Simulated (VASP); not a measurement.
# HfN in VASP: notebook, part 2 of 2

VASP 6.6.1.

### 3 Single point, PBE

INCAR

```
PREC = Accurate
ENCUT = 520
EDIFF = 1E-6
ISMEAR = 0
SIGMA = 0.1
LREAL = F
LASPH = T
NELM = 100
ALGO = Normal
ISIF = 2
LWAVE = F
LCHARG = F
LDIPOL = T
IDIPOL = 3
DIPOL = 0.5 0.5 0.500
GGA = PE
NBANDS = 48
```

KPOINTS

```
Automatic mesh
0
Gamma
  11 11 1
```

POSCAR

```
HfN
1.0
    3.2157753968      0.0000000000      0.0000000000
    0.0000000000      3.2157753968      0.0000000000
    0.0000000000      0.0000000000     24.0955863593
Hf N
5 5
Direct
    0.5000000000      0.5000000000      0.3162121175
    0.0000000000      0.0000000000      0.4051984008
    0.5000000000      0.5000000000      0.5000000016
    0.0000000000      0.0000000000      0.5948016041
    0.5000000000      0.5000000000      0.6837878759
    0.0000000000      0.0000000000      0.3075155685
    0.5000000000      0.5000000000      0.4064492063
    0.0000000000      0.0000000000      0.5000000036
    0.5000000000      0.5000000000      0.5935507917
    0.0000000000      0.0000000000      0.6924844300
```

Potentials or basis: VASP PAW PBE potentials, release 64 (Hf_pv, N).

On the command line:

```sh
$ cat potpaw_PBE.64/Hf_pv/POTCAR potpaw_PBE.64/N/POTCAR > POTCAR
$ mpirun -np 1 vasp_std > vasp.out
```

OUTCAR:

```text
PREC = Accurate
   ENCUT = 520
   EDIFF = 1E-6
   ISMEAR = 0
   LREAL = F
   LASPH = T
   NELM = 100
   ISIF = 2
   GGA = PE

 ion  position               nearest neighbor table
   1  0.500  0.500  0.316-   7 2.17   6 2.28   6 2.28   6 2.28   6 2.28   2 3.13   2 3.13   2 3.13
                             2 3.13
   2  0.000  0.000  0.405-   7 2.27   7 2.27   7 2.27   7 2.27   8 2.28   6 2.35   1 3.13   1 3.13
                             1 3.13   1 3.13   3 3.22   3 3.22   3 3.22   3 3.22
   3  0.500  0.500  0.500-   9 2.25   7 2.25   8 2.27   8 2.27   8 2.27   8 2.27   2 3.22   2 3.22
                             2 3.22   2 3.22   4 3.22   4 3.22   4 3.22   4 3.22
   4  0.000  0.000  0.595-   9 2.27   9 2.27   9 2.27   9 2.27   8 2.28  10 2.35   5 3.13   5 3.13
                             5 3.13   5 3.13   3 3.22   3 3.22   3 3.22   3 3.22
   5  0.500  0.500  0.684-   9 2.17  10 2.28  10 2.28  10 2.28  10 2.28   4 3.13   4 3.13   4 3.13
                             4 3.13
   6  0.000  0.000  0.308-   1 2.28   1 2.28   1 2.28   1 2.28   2 2.35
   7  0.500  0.500  0.406-   1 2.17   3 2.25   2 2.27   2 2.27   2 2.27   2 2.27
   8  0.000  0.000  0.500-   3 2.27   3 2.27   3 2.27   3 2.27   4 2.28   2 2.28
   9  0.500  0.500  0.594-   5 2.17   3 2.25   4 2.27   4 2.27   4 2.27   4 2.27
  10  0.000  0.000  0.692-   5 2.28   5 2.28   5 2.28   5 2.28   4 2.35

[... 1282 lines left out ...]

  FORCE on cell =-STRESS in cart. coord.  units (eV):
  Direction    XX          YY          ZZ          XY          YZ          ZX
  --------------------------------------------------------------------------------------
  -------------------------------------------------------------------------------------
  Total       -7.4043558     -7.4043558     -1.3924170      0.0000000      0.0000000     -0.0000000
  in kB      -47.6089878    -47.6089878     -8.9530493      0.0000000      0.0000000     -0.0000000
  external PRESSURE =     -34.7236750 kB  Pullay stress =       0.0000000 kB

 VOLUME and BASIS-vectors are now :
 -----------------------------------------------------------------------------
  energy-cutoff  :      520.00
  volume of cell :      249.18
      direct lattice vectors                 reciprocal lattice vectors
     3.215775397  0.000000000  0.000000000     0.310966991  0.000000000  0.000000000
     0.000000000  3.215775397  0.000000000     0.000000000  0.310966991  0.000000000
     0.000000000  0.000000000 24.095586359     0.000000000  0.000000000  0.041501376

 POSITION                                       TOTAL-FORCE (eV/Angst)
 -----------------------------------------------------------------------------------
      1.60789      1.60789      7.61932         0.000000     -0.000000      0.079973
      0.00000      0.00000      9.76349        -0.000000      0.000000     -0.005597
      1.60789      1.60789     12.04779        -0.000000      0.000000      0.000000
      0.00000      0.00000     14.33209        -0.000000      0.000000      0.005597
      1.60789      1.60789     16.47627         0.000000     -0.000000     -0.079973
      0.00000      0.00000      7.40977        -0.000000      0.000000      0.068898
      1.60789      1.60789      9.79363        -0.000000      0.000000     -0.002558
      0.00000      0.00000     12.04779        -0.000000      0.000000      0.000000
      1.60789      1.60789     14.30195        -0.000000     -0.000000      0.002558
      0.00000      0.00000     16.68582        -0.000000      0.000000     -0.068898
 -----------------------------------------------------------------------------------
    total drift:                                0.000000     -0.000000     -0.000002

  FREE ENERGIE OF THE ION-ELECTRON SYSTEM (eV)
  ---------------------------------------------------
  free  energy   TOTEN  =      -106.8414892214 eV

  energy  without entropy=     -106.8225783665  energy(sigma->0) =     -106.83203379

 vacuum level on the upper side and lower side of the slab         4.766         4.766
```

stdout:

```text
POSCAR found type information on POSCAR HfN
 POSCAR found :  2 types and      10 ions
 scaLAPACK will be used
 LDA part: xc-table for (Slater+PW92), standard interpolation
 POSCAR, INCAR and KPOINTS ok, starting setup
 FFT: planning ... GRIDC
 FFT: planning ... GRID_SOFT
 FFT: planning ... GRID
 WAVECAR not read
 entering main loop
```

Run time: 6 min. Hardware: 1 thread of Intel Xeon Platinum 8488C (Sapphire Rapids), shared host; peak memory 0.41 GiB.

Results:

* Free energy: -106.8415 eV
* Largest force: 0.080 eV/Å
* Band gap on the k mesh: zero (an odd number of electrons rules out a gap without spin polarisation)

Forces in eV/Å, atoms in the order of the input:
```
Hf   0.000  0.000  0.080
Hf   0.000  0.000 -0.006
Hf   0.000  0.000  0.000
Hf   0.000  0.000  0.006
Hf   0.000  0.000 -0.080
N    0.000  0.000  0.069
N    0.000  0.000 -0.003
N    0.000  0.000  0.000
N    0.000  0.000  0.003
N    0.000  0.000 -0.069
```

Caveat: spin-orbit coupling is left out, which moves the levels of the heavy elements.

### 4 Single point, PBE

This run uses another cell than the first one: it holds 24 atoms, not 10.

INCAR

```
PREC = Accurate
ENCUT = 520
EDIFF = 1E-6
ISMEAR = 0
SIGMA = 0.1
LREAL = F
LASPH = T
NELM = 120
ALGO = Normal
ISIF = 2
LWAVE = F
LCHARG = F
LDIPOL = T
IDIPOL = 3
DIPOL = 0.5 0.5 0.454
GGA = PE
NBANDS = 108
GGA_COMPAT = F
NELMDL = -8
```

KPOINTS

```
regular mesh
0
Gamma
  3 3 1
```

POSCAR

```
HfN
1.0
    6.4315507075      0.0000000000      0.0000000000
    0.0000000000      6.4315507075      0.0000000000
    0.0000000000      0.0000000000     22.5477931188
Hf N
12 12
Direct
    0.2500000000      0.2500000000      0.3548019071
    0.2500000000      0.7500000000      0.3548019071
    0.7500000000      0.2500000000      0.3548019071
    0.7500000000      0.7500000000      0.3548019071
    0.4997438736      0.5001327437      0.4535517697
    0.5000935146     -0.0001179347      0.4539672825
    0.0001613534      0.5000047780      0.4539558575
    0.0001411432     -0.0000418748      0.4544035891
    0.7521737386      0.7513935186      0.5486730474
    0.7470703866      0.2528001339      0.5528723142
    0.2534609797      0.7469113798      0.5532419607
    0.2483969403      0.2481309843      0.5486463561
    0.5000000000      0.5000000000      0.3548019071
    0.5000000000      0.0000000000      0.3548019071
    0.0000000000      0.5000000000      0.3548019071
    0.0000000000      0.0000000000      0.3548019071
    0.7504324600      0.7502099351      0.4518194272
    0.7501251381      0.2500471900      0.4521514994
    0.2496403357      0.7502770667      0.4519640241
    0.2497552955      0.2495755067      0.4518397950
    0.0001021383     -0.0001675725      0.5581872008
    0.0004151384      0.4996799143      0.5564383439
    0.5003117277     -0.0001265273      0.5566034346
    0.5000016286      0.4998520887      0.5528590167
```

On the command line:

```sh
$ cat potpaw_PBE.64/Hf_pv/POTCAR potpaw_PBE.64/N/POTCAR > POTCAR
$ mpirun -np 1 vasp_std > vasp.out
```

Wall time 23 min (1 thread of AMD EPYC 9R45 (Zen 5), shared host); peak memory 0.93 GiB.

The run converged. Its results:

* Free energy: -252.9164 eV
* Largest force: 1.559 eV/Å
* Band gap on the k mesh: 0.28 eV

Forces in eV/Å, atoms in the order of the input:
```
Hf  -0.009 -0.008  1.326
Hf  -0.009  0.008  1.254
Hf   0.005 -0.004  1.293
Hf   0.008  0.008  1.325
Hf   0.016 -0.003 -0.059
Hf  -0.004  0.000  0.073
Hf  -0.006  0.000  0.065
Hf  -0.009 -0.001  0.035
Hf   0.077  0.107 -0.152
Hf   0.265 -0.271 -1.427
Hf  -0.276  0.269 -1.510
Hf  -0.092 -0.094 -0.138
N    0.001 -0.001 -1.311
N    0.003  0.001 -1.179
N   -0.001 -0.002 -1.185
N   -0.001  0.001 -1.094
N   -0.024 -0.022 -0.001
N   -0.033  0.019  0.258
N    0.058 -0.043  0.316
N    0.024  0.026 -0.011
N    0.007  0.000  0.197
N   -0.014  0.012  0.446
N   -0.004 -0.003  0.423
N    0.015 -0.001  1.056
```

Levels at points of the mesh, in eV from the valence-band top:
```csv
k point,band 88,band 89,band 90,band 91,band 92,band 93
"(0.00, 0.00, 0.00)",-1.97,-0.59,-0.29,0.62,0.63,0.72
```

Caveat: semilocal functionals underestimate gaps, and a narrow one can read as zero; spin-orbit coupling is left out, which moves the levels of the heavy elements.

### 5 Summary

| cell | k mesh | gap on the mesh (eV) | largest force (eV/Å) |
| --- | --- | --- | --- |
| a = 3.216, b = 3.216, c = 24.096 Å, 10 atoms, atomic positions A | 11 × 11 × 1 | none | 1.66 |
| a = 3.216, b = 3.216, c = 24.096 Å, 10 atoms, atomic positions B | 11 × 11 × 1 | none | 0.08 |
| a = 6.432, b = 6.432, c = 22.548 Å, 24 atoms, atomic positions C | 3 × 3 × 1 | 0.28 | 1.56 |

Alike in all rows: task single point; level PBE; potentials or basis VASP PAW PBE potentials, release 64 (Hf_pv, N); no spin polarisation; cutoff (eV) 520; smearing gaussian 0.1 eV.

Caveats: spin-orbit coupling is left out, which moves the levels of the heavy elements; semilocal functionals underestimate gaps, and a narrow one can read as zero (at least some runs).

Absolute energies hang on the potentials; compare differences alone.
